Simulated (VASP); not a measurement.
Write the native input for VASP 6.6.1 that does the following.

| Property | Result |
| --- | --- |
| Task | single point |
| Functional | PBEsol |
| Potentials or basis | VASP PAW PBE potentials, release 64 (Pb_d, S) |
| Cutoff | 520 eV |
| k mesh | 10 × 10 × 10 |
| Occupations | gaussian, width 0.03 eV |
| Spin | no spin polarisation |
| Dipole correction | no |
| Further INCAR settings | ALGO = Normal; EDIFF = 1e-06; NBANDS = 17 |

The structure of PbS lies in POSCAR:

```
PbS
1.0
    0.0000000000      2.9650000000      2.9650000000
    2.9650000000      0.0000000000      2.9650000000
    2.9650000000      2.9650000000      0.0000000000
Pb S
1 1
Direct
    0.0000000000      0.0000000000      0.0000000000
    0.5000000000      0.5000000000      0.5000000000
```

These files were run (other wordings do the same):

INCAR

```
ALGO     = Normal         # electronic algorithm
EDIFF    = 1E-6           # SCF threshold, eV
ENCUT    = 520            # plane-wave cutoff, eV
GGA      = PS             # functional
ISIF     = 2              # what is computed and relaxed
ISMEAR   = 0              # smearing method
LASPH    = T              # aspherical terms in the spheres
LCHARG   = F              # write CHGCAR
LREAL    = F              # projectors in reciprocal space
LWAVE    = F              # write WAVECAR
NBANDS   = 17             # bands
NELM     = 60             # most SCF steps
PREC     = Accurate       # precision mode
SIGMA    = 0.03           # smearing width, eV
```

KPOINTS

```
k-points
0
Gamma
  10 10 10
```

Potentials or basis: VASP PAW PBE potentials, release 64 (Pb_d, S).

The run is started by

```sh
$ cat potpaw_PBE.64/Pb_d/POTCAR potpaw_PBE.64/S/POTCAR > POTCAR
$ mpirun -np 1 vasp_std > vasp.out
```

It gave:

The pressure is -0.9 GPa and the band gap on the k mesh is 0.25 eV, direct.

Caveat: the PAW data sets were made with another functional, which shifts forces and pressure a little; spin-orbit coupling is left out, which moves the levels of the heavy elements.

Wall time 32 s on 1 thread of Intel(R) Xeon(R) Platinum 8375C CPU @ 2.90GHz (Ice Lake), on a shared host, peak memory 0.19 GiB.
